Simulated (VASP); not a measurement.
Input of a VASP 6.6.1 run:

The input INCAR:

```
SYSTEM = Rh
PREC = Accurate
ENCUT = 600
EDIFF = 1E-6
ISMEAR = 1
SIGMA = 0.05
LREAL = .FALSE.
LASPH = .TRUE.
NELM = 60
ALGO = Normal
ISIF = 3
LWAVE = .FALSE.
LCHARG = .FALSE.
GGA = PS
IBRION = 2
NSW = 80
EDIFFG = -0.03
```

KPOINTS

```
regular mesh
0
G
  18 18 18
  0 0 0
```

The input POSCAR:

```
Rh
1.0
    0.0000000000      1.8978500000      1.8978500000
    1.8978500000      0.0000000000      1.8978500000
    1.8978500000      1.8978500000      0.0000000000
Rh
1
Direct
    0.0000000000      0.0000000000      0.0000000000
```

Potentials or basis: VASP PAW PBE potentials, release 64 (Rh_pv).

Run with:

```console
$ cat potpaw_PBE.64/Rh_pv/POTCAR > POTCAR
$ mpirun -np 1 vasp_std > vasp.out
```

Problem. What does it give for the space group after relaxing (to 0.05 Å)?

Solution. Fm-3m (No. 225).

Problem. Estimate the relaxed cell.

Solution. a = 2.672 Å, b = 2.672 Å, c = 2.672 Å, α = 60.00°, β = 60.00°, γ = 60.00°.

Problem. Predict the relaxed volume.

Solution. 13.49 Å³/atom.

Final structure:
```
CELL_PARAMETERS angstrom
0.00000 1.88950 1.88950
1.88950 0.00000 1.88950
1.88950 1.88950 0.00000
ATOMIC_POSITIONS crystal
Rh 0.00000 0.00000 0.00000
```

Caveat: the PAW data sets were made with another functional, which shifts forces and pressure a little.
